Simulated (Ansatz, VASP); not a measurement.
One calculation of CoO, two programs

```
Co O
1.0
    -1.47185    1.51399    2.10725
     1.51399   -1.47185    2.10725
     1.50201    1.50201   -2.07709
Co O
1 1
Direct
  0.00000 0.00000 0.00000
  0.50000 0.50000 0.00000
```

Change from the starting cell: equal xy, yz and zx shear strains of +2 %, PAW files.

Alike in both runs: task electric field gradients; functional PBE; k mesh 13 × 13 × 15; occupations fermi-dirac, width 0.03 eV; collinear spin.

```csv
,VASP,Ansatz
version,VASP 6.6.1,Ansatz 0.2.0
potentials or method,"VASP PAW PBE potentials, release 64 (Co, O)","PAW with Ansatz's default frozen-core files, scalar-relativistic"
plane-wave cutoff (eV),520,420
valence electrons in the cell,15,23
```

Ansatz gave:

- pressure (GPa): 0.1
- traceless stress, the component that is largest in VASP (GPa): 0.50
- net moment per atom (μB): 1.47
- size of the moment on the site where the two differ most (μB): 2.49
- size of Vzz on the site where it differs most (V/Å²): 12.0

What did VASP give for the same quantities?

Pressure (GPa): -0.5; traceless stress, the component that is largest in VASP (GPa): 0.45; net moment per atom (μB): 1.45; size of the moment on the site where the two differ most (μB): 2.56; size of Vzz on the site where it differs most (V/Å²): 12.6.

Site moments also hang on the region over which each program counts them. VASP's potentials hold 15 valence electrons a cell and Ansatz's 23, so a difference there can come from the potentials and not from the codes.
